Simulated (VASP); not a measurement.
# AlCo (Pm-3m) in VASP: a series of runs

Runs on AlCo. Level: PBE. Tasks: single point.

All numbers are computed with VASP 6.6.1; they aren't measurements. Logs are shortened: lines on timing, memory, paths and dates and some standing lists are left out, and cuts for length are marked.

**1. The cell of the first run**

The structure is cubic, space group Pm-3m (No. 221). The conventional cell has a = 2.829 Å, b = 2.829 Å, c = 2.829 Å, α = 90.00°, β = 90.00°, γ = 90.00°. Al (site symmetry m-3m) has 8 Co at 2.45 Å and 6 Al at 2.83 Å within 3.2 Å. Within 3.2 Å of Co (site symmetry m-3m) lie 8 Al at 2.45 Å and 6 Co at 2.83 Å.

**2. Single point, PBE, collinear spin, ferromagnetic start**

Contents of INCAR:

```
SYSTEM = AlCo
  PREC = Accurate
  ENCUT = 520
  EDIFF = 1E-7
  ISMEAR = -1
  SIGMA = 0.1
  LREAL = .False.
  LASPH = .True.
  NELM = 150
  ALGO = Normal
  ISIF = 2
  LWAVE = .False.
  LCHARG = .False.
  ISPIN = 2
  MAGMOM = 0 3.2
  LORBIT = 11
  LMAXMIX = 4
  GGA = PE
  NBANDS = 17
```

Contents of KPOINTS:

```
regular mesh
0
Gamma
  12 12 12
  0 0 0
```

Contents of POSCAR:

```
AlCo
1.0
    2.8287700669      0.0000000000      0.0000000000
    0.0000000000      2.8287700669      0.0000000000
    0.0000000000      0.0000000000      2.8287700669
Al Co
1 1
Direct
    0.0000000000      0.0000000000      0.0000000000
    0.5000000000      0.5000000000      0.5000000000
```

Potentials or basis: VASP PAW PBE potentials, release 64 (Al, Co).

On the command line:

```sh
> cat potpaw_PBE.64/Al/POTCAR potpaw_PBE.64/Co/POTCAR > POTCAR
> mpirun -np 1 vasp_std > vasp.out
```

OUTCAR:

```text
SYSTEM = AlCo
   PREC = Accurate
   ENCUT = 520
   EDIFF = 1E-7
   ISMEAR = -1
   LREAL = .False.
   LASPH = .True.
   NELM = 150
   ISIF = 2
   ISPIN = 2
   LORBIT = 11
   GGA = PE

 ion  position               nearest neighbor table
   1  0.000  0.000  0.000-   2 2.45   2 2.45   2 2.45   2 2.45   2 2.45   2 2.45   2 2.45   2 2.45

   2  0.500  0.500  0.500-   1 2.45   1 2.45   1 2.45   1 2.45   1 2.45   1 2.45   1 2.45   1 2.45

  LATTYP: Found a simple cubic cell.
 ALAT       =     2.8287700669

  Lattice vectors:

 A1 = (   2.8287700669,   0.0000000000,   0.0000000000)
 A2 = (   0.0000000000,   2.8287700669,   0.0000000000)
 A3 = (   0.0000000000,   0.0000000000,   2.8287700669)

Analysis of symmetry for initial positions (statically):
=====================================================================
 Subroutine PRICEL returns:
 Original cell was already a primitive cell.

 Routine SETGRP: Setting up the symmetry group for a
 simple cubic supercell.

 Subroutine GETGRP returns: Found 48 space group operations
 (whereof 48 operations were pure point group operations)
 out of a pool of 48 trial point group operations.

The static configuration has the point symmetry O_h .

Analysis of symmetry for dynamics (positions and initial velocities):
=====================================================================
 Subroutine PRICEL returns:
 Original cell was already a primitive cell.

 Routine SETGRP: Setting up the symmetry group for a
 simple cubic supercell.

 Subroutine GETGRP returns: Found 48 space group operations
 (whereof 48 operations were pure point group operations)
 out of a pool of 48 trial point group operations.

The dynamic configuration has the point symmetry O_h .

Analysis of structural, dynamic, and magnetic symmetry:
=====================================================================
 Subroutine PRICEL returns:
 Original cell was already a primitive cell.

 Routine SETGRP: Setting up the symmetry group for a
 simple cubic supercell.

 Subroutine GETGRP returns: Found 48 space group operations
 (whereof 48 operations were pure point group operations)
 out of a pool of 48 trial point group operations.

The overall configuration has the point symmetry O_h .

 Subroutine INISYM returns: Found 48 space group operations
 (whereof 48 operations are pure point group operations),
 and found     1 'primitive' translations

[... 117 lines left out ...]
  Thomas-Fermi vector in A             =   2.454460
   LORBIT       =     11    0 simple, 1 ext, 2 COOP (PROOUT), +10 PAW based schemes
   GGA     = PE    functional components
   LHFCALC =     F    Hartree Fock is set to
   AEXX    =    0.0000 exact exchange contribution
   IVDW    =     0    specifies the selected vdW correction
   LEPSILON=     F    determine dielectric tensor
   LRPA    =     F    only Hartree local field effects (RPA)
 spin polarized calculation
  energy-cutoff  :      520.00
  volume of cell :       22.64
 maximum number of plane-waves:       627
 NGX is ok and might be reduce to    24
   NGX = 11   NGY = 11   NGZ = 11

 number of electron      11.9999996 magnetization       0.0004225

 Free energy of the ion-electron system (eV)
  ---------------------------------------------------
  ext. energy  EPLUGINS =         0.00000000
  ---------------------------------------------------
  free energy    TOTEN  =       -11.99464605 eV

  energy without entropy =      -11.96612927  energy(sigma->0) =      -11.98038766

 E-fermi :  10.8398     XC(G=0): -12.3746

 val. band max:       10.7698252314   @ k =   0.5000   0.4167   0.0833
 cond. band min:      10.8710834923   @ k =   0.4167   0.4167   0.0000
 fundamental gap:      0.1012582609
 Fermi energy:        10.8398032883

 spin component 1

 k-point     1 :       0.0000    0.0000    0.0000
  band No.  band energies     occupation
      1      -0.3488      1.00000
      2       7.8175      1.00000
      3       7.8175      1.00000
      4      10.0094      0.99975
      5      10.0094      0.99975
      6      10.0094      0.99975
[... 459 lines left out ...]
      6       9.4937      1.00000
[... 9 lines left out ...]
     16      33.3583      0.00000
     17      33.5532      0.00000

 [... further k-points ...]

 spin component 2

 k-point     1 :       0.0000    0.0000    0.0000
  band No.  band energies     occupation
      1      -0.3489      1.00000
      2       7.8183      1.00000
      3       7.8183      1.00000
      4      10.0097      0.99975
      5      10.0097      0.99975
      6      10.0097      0.99975
[... 459 lines left out ...]
      6       9.4940      1.00000
[... 9 lines left out ...]
     16      33.3583      0.00000
     17      33.5531      0.00000

 [... further k-points ...]

------------------------ aborting loop because EDIFF is reached ----------------------------------------

  FORCE on cell =-STRESS in cart. coord.  units (eV):
  Direction    XX          YY          ZZ          XY          YZ          ZX
  --------------------------------------------------------------------------------------
  -------------------------------------------------------------------------------------
  Total        0.6671530      0.6671530      0.6671530     -0.0000000     -0.0000000     -0.0000000
  in kB       47.2218622     47.2218622     47.2218622     -0.0000000     -0.0000000     -0.0000000
  external PRESSURE =      47.2218622 kB  Pullay stress =       0.0000000 kB

 VOLUME and BASIS-vectors are now :
 -----------------------------------------------------------------------------
  energy-cutoff  :      520.00
  volume of cell :       22.64
      direct lattice vectors                 reciprocal lattice vectors
     2.828770067  0.000000000  0.000000000     0.353510528  0.000000000  0.000000000
     0.000000000  2.828770067  0.000000000     0.000000000  0.353510528  0.000000000
     0.000000000  0.000000000  2.828770067     0.000000000  0.000000000  0.353510528

 POSITION                                       TOTAL-FORCE (eV/Angst)
 -----------------------------------------------------------------------------------
      0.00000      0.00000      0.00000         0.000000      0.000000      0.000000
      1.41439      1.41439      1.41439         0.000000      0.000000      0.000000
 -----------------------------------------------------------------------------------
    total drift:                                0.000000     -0.000000     -0.000000

  FREE ENERGIE OF THE ION-ELECTRON SYSTEM (eV)
  ---------------------------------------------------
  free  energy   TOTEN  =       -11.9946460536 eV

  energy  without entropy=      -11.9661292664  energy(sigma->0) =      -11.98038766

 total charge

# of ion       s       p       d       tot
------------------------------------------
    1        0.397   0.439   0.000   0.836
    2        0.444   0.526   7.524   8.493
--------------------------------------------------
tot          0.841   0.964   7.524   9.329

 magnetization (x)

# of ion       s       p       d       tot
------------------------------------------
    1       -0.000  -0.000   0.000  -0.000
    2       -0.000  -0.000   0.000   0.000
--------------------------------------------------
tot         -0.000  -0.000   0.000   0.000
```

stdout:

```text
POSCAR found type information on POSCAR AlCo
 POSCAR found :  2 types and       2 ions
 scaLAPACK will be used
 LDA part: xc-table for (Slater+PW92), standard interpolation
 POSCAR, INCAR and KPOINTS ok, starting setup
 FFT: planning ... GRIDC
 FFT: planning ... GRID_SOFT
 FFT: planning ... GRID
 WAVECAR not read
 entering main loop
```

Run time: 36 s. Hardware: 1 thread of Intel Xeon Platinum 8259CL at 2.50GHz (Skylake/Cascade Lake), shared host; peak memory 0.18 GiB.

What came out:

```yaml
Free_energy: -11.9946 eV
Pressure: 4.7 GPa
Band_gap_on_the_k_mesh: zero (filled and empty bands overlap)
Net_moment: 0.00 μB per cell
Valence_electrons_inside_the_program's_atomic_spheres: Al 0.84; Co 8.49
```

Levels at points of the mesh, in eV from the Fermi level:
Spin up:
```csv
k point,band 3,band 4,band 5,band 6,band 7,band 8,band 9,band 10
"(0.00, 0.00, 0.00)",-3.02,-0.83,-0.83,-0.83,6.12,6.12,6.12,8.87
"(0.50, 0.00, 0.00)",-2.41,-1.73,-1.73,-0.71,0.23,8.47,10.78,10.78
"(0.50, 0.50, 0.00)",-2.69,-2.69,-1.52,-1.52,-0.21,2.53,3.62,13.05
"(0.50, 0.50, 0.50)",-4.01,-0.17,-0.17,2.43,2.43,2.43,4.36,5.48
```
Spin down:
```csv
k point,band 2,band 3,band 4,band 5,band 6,band 7,band 8,band 9,band 10,band 11
"(0.00, 0.00, 0.00)",-3.02,-3.02,-0.83,-0.83,-0.83,6.12,6.12,6.12,8.87,8.87
"(0.50, 0.00, 0.00)",-6.70,-2.41,-1.73,-1.73,-0.71,0.23,8.47,10.78,10.78,11.92
"(0.50, 0.50, 0.00)",-3.11,-2.69,-2.69,-1.52,-1.52,-0.21,2.53,3.62,13.05,16.07
"(0.50, 0.50, 0.50)",-4.01,-4.01,-0.17,-0.17,2.43,2.43,2.43,4.36,5.48,5.48
```

Caveat: the starting moments collapsed, and a magnetic state may lie lower.

**3. Single point, PBE, collinear spin, ferromagnetic start**

This run uses another cell than the first one, of 11.65 Å³/atom, 1.030 times its volume.

Contents of INCAR:

```
ALGO = Normal
EDIFF = 1E-7
ENCUT = 520
GGA = PE
ISIF = 2
ISMEAR = -1
ISPIN = 2
LASPH = T
LCHARG = F
LMAXMIX = 4
LORBIT = 11
LREAL = F
LWAVE = F
MAGMOM = 0 3.2
NBANDS = 17
NELM = 150
PREC = Accurate
SIGMA = 0.1
```

Contents of KPOINTS:

```
k-points
0
Gamma
  12 12 12
```

Contents of POSCAR:

```
AlCo
1.0
    2.8565048754      0.0000000000      0.0000000000
    0.0000000000      2.8565048754      0.0000000000
    0.0000000000      0.0000000000      2.8565048754
Al Co
1 1
Direct
    0.0000000000      0.0000000000      0.0000000000
    0.5000000000      0.5000000000      0.5000000000
```

Potentials or basis: VASP PAW PBE potentials, release 64 (Al, Co).

On the command line:

```sh
> cat potpaw_PBE.64/Al/POTCAR potpaw_PBE.64/Co/POTCAR > POTCAR
> mpirun -np 1 vasp_std > vasp.out
```

Wall time 38 s (1 thread of Intel Xeon Platinum 8259CL at 2.50GHz (Skylake/Cascade Lake), shared host); peak memory 0.18 GiB.

Results (log left out):

| Quantity | Value |
| --- | --- |
| Free energy | -12.0027 eV |
| Pressure | -0.7 GPa |
| Band gap on the k mesh | zero (filled and empty bands overlap) |
| Net moment | 0.00 μB per cell |
| Valence electrons inside the program's atomic spheres | Al 0.82; Co 8.44 |

Levels at points of the mesh, in eV from the Fermi level:
Spin up:
```tsv
k point	band 4	band 5	band 6	band 7	band 8	band 9
(0.00, 0.00, 0.00)	-0.79	-0.79	-0.79	5.97	5.97	5.97
(0.50, 0.00, 0.00)	-1.66	-1.66	-0.68	0.22	8.43	10.61
(0.50, 0.50, 0.00)	-2.62	-1.45	-1.45	-0.19	2.45	3.45
(0.50, 0.50, 0.50)	-0.16	-0.16	2.43	2.43	2.43	4.09
```
Spin down:
```
           k point  band 3  band 4  band 5  band 6  band 7  band 8  band 9  band 10
(0.00, 0.00, 0.00)   -2.88   -0.79   -0.79   -0.79    5.97    5.97    5.97     8.75
(0.50, 0.00, 0.00)   -2.30   -1.66   -1.66   -0.68    0.22    8.43   10.61    10.61
(0.50, 0.50, 0.00)   -2.62   -2.62   -1.45   -1.45   -0.19    2.45    3.45    12.71
(0.50, 0.50, 0.50)   -3.86   -0.16   -0.16    2.43    2.43    2.43    4.09     5.32
```

Caveat: the starting moments collapsed, and a magnetic state may lie lower.

(Continued in part 2 of 2.)
